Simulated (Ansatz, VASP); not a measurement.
# One calculation of BN, two programs

The input INCAR:

```
AGGAC    = 1.0          
AGGAX    = 1.0          
ALDAC    = 0.0          
ALDAX    = 1.0          
ALGO     = Normal         # electronic algorithm
EDIFF    = 1E-6           # SCF threshold, eV
ENCUT    = 520            # plane-wave cutoff, eV
GGA      = B5             # functional
ISIF     = 2              # what is computed and relaxed
ISMEAR   = 1              # smearing method
IVDW     = 13             # dispersion correction
LASPH    = T              # aspherical terms in the spheres
LCHARG   = F              # write CHGCAR
LNONCOLLINEAR= T              # non-collinear magnetism
LORBIT   = 11             # projections on sites
LREAL    = F              # projectors in reciprocal space
LWAVE    = F              # write WAVECAR
MAGMOM   = 0.364 0.004 0.265 0 0 0 # initial moments
NBANDS   = 20             # bands
NELM     = 150            # most SCF steps
PREC     = Accurate       # precision mode
SIGMA    = 0.1            # smearing width, eV
VDW_A1   = 0.44488865   
VDW_A2   = 4.0933009    
VDW_S6   = 1.0          
VDW_S8   = 2.34076671
```

File KPOINTS:

```
k-points
0
Gamma
  13 13 13
```

The input POSCAR:

```
BN
1.0
    0.0000000000      1.6830410394      1.6830410394
    1.6830410394      0.0000000000      1.6830410394
    1.6830410394      1.6830410394      0.0000000000
N B
1 1
Direct
    0.2500000000      0.2500000000      0.2500000000
    0.0000000000      0.0000000000      0.0000000000
```

input.yaml

```yaml
crystal:
  lattice:
    - [0.0, 1.6830410394, 1.6830410394]
    - [1.6830410394, 0.0, 1.6830410394]
    - [1.6830410394, 1.6830410394, 0.0]
  atoms:
    - { symbol: "N", position: [0.25, 0.25, 0.25], spin: 0.45, spin_axis: [0.364, 0.004, 0.265] }
    - { symbol: B, position: [0.0, 0.0, 0.0] }
hamiltonian:
  xc: blyp
  pseudopotentials: { kind: paw }
  dispersion: d4
magnetization:
  noncollinear: true
  spin_orbit: false
kpoints:
  mp_grid: { grid: [13, 13, 13] }
scf:
  occupations: { method: cold, width: 0.1 }
output:
  forces: true
  stress: true
  eigenvalues: true
  write_density: true
  write_potential: true
  elf: true
  volumetric_format: npy
```

Change from the starting cell: volume scaled by 0.8.

Alike in both runs: functional BLYP; dispersion D4; k mesh 13 × 13 × 13; non-collinear spin.

```csv
,VASP,Ansatz
version,VASP 6.6.1,Ansatz 0.2.0
potentials or method,"VASP PAW PBE potentials, release 64 (N, B)",Ansatz PAW
plane-wave cutoff (eV),520,420
occupations,"methfessel-paxton of order 1, width 0.1 eV","cold, width 0.1 eV"
valence electrons in the cell,8,8
task,single point,electrostatic potential
```

```csv
,VASP,Ansatz,Ansatz less VASP
gap on the k mesh at the Fermi level (eV),5.24,5.24,+0.003
least direct gap on the mesh (eV),10.01,9.99,-0.010
pressure (GPa),116.8,116.2,-0.67
net moment per atom (μB),0.00,0.00,0.000
```

VASP's potentials were made for PBE, not for BLYP. Both programs put the cell under a high pressure, so it lies far from rest at this level.

Noted on VASP's run: the cell as given lies far from equilibrium. Noted on Ansatz's run: Pulay correction over one GPa; odd divisions of the mesh miss points on the zone boundary, where band edges often lie, so the gap on the mesh can be too wide.
